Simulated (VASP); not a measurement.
A run of VASP 6.6.1 is set up as follows.

Contents of INCAR:

```
PREC = Accurate
ENCUT = 520
EDIFF = 1E-6
ISMEAR = 0
SIGMA = 0.15
LREAL = False
LASPH = True
NELM = 80
ALGO = Fast
ISIF = 2
LWAVE = False
LCHARG = False
GGA = PE
NBANDS = 13
```

File KPOINTS:

```
regular mesh
0
Gamma
  20 20 20
```

POSCAR

```
W
1.0
   -1.5174350000      1.6771650000      1.5973000000
    1.5174350000     -1.6771650000      1.5973000000
    1.5174350000      1.6771650000     -1.5973000000
W
1
Direct
    0.0000000000      0.0000000000      0.0000000000
```

Potentials or basis: VASP PAW PBE potentials, release 64 (W_sv).

The run is started by

```sh
$ cat potpaw_PBE.64/W_sv/POTCAR > POTCAR
$ mpirun -np 1 vasp_std > vasp.out
```

(1) Estimate the band gap on the k mesh.

(2) What does it give for the pressure?

Answers

(1) zero (bands 7 and 8 overlap by 5.89 eV).

(2) -0.7 GPa.

Caveat: the cell differs from its parent crystal (strain -0.0500 x Voigt [1, -1, 0, 0, 0, 0]); spin-orbit coupling is left out, which moves the levels of the heavy elements.
